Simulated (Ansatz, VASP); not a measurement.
## One calculation of H3C18N, two programs

```
C N H
1.0
     7.39800    0.00000    0.00000
    -3.69900    6.40686    0.00000
     0.00000    0.00000   11.00000
C N H
18 1 3
Direct
  0.99963 0.99748 0.05350
  0.22333 0.10932 0.05348
  0.99979 0.33286 0.05348
  0.22317 0.44457 0.05346
  0.00170 0.66605 0.05404
  0.22127 0.77582 0.05400
  0.33310 0.99956 0.05390
  0.55648 0.11121 0.05400
  0.33500 0.33269 0.05350
  0.55456 0.44245 0.05394
  0.33293 0.66409 0.05388
  0.55667 0.77598 0.05400
  0.66840 0.99939 0.05388
  0.88792 0.10915 0.05346
  0.66627 0.33079 0.05404
  0.89002 0.44263 0.05393
  0.66644 0.66622 0.05404
  0.88986 0.77793 0.05394
  0.11035 0.22259 0.36733
  0.02969 0.07550 0.33170
  0.25716 0.28793 0.33141
  0.04474 0.30295 0.33020
```

Alike in both runs: functional PBE; dispersion D3(BJ); k mesh 2 × 2 × 1; occupations gaussian, width 0.02 eV; no spin polarisation.

Ansatz relaxed the structure, and its values are those at the end. VASP's run is a single point on that final structure, the one shown.

|  | VASP | Ansatz |
| --- | --- | --- |
| version | VASP 6.6.1 | Ansatz 0.2.0 |
| potentials or method | VASP PAW PBE potentials, release 64 (C, N, H), cutoff 520 eV | scalar-relativistic, plane waves, PAW |
| valence electrons in the cell | 80 | 80 |

Ansatz gave:

```
rms of the force components (eV/Å) : 0.004
```

Estimate VASP's values.

rms of the force components (eV/Å): 0.009.

The k mesh is coarse, so the values compare programs but aren't converged.
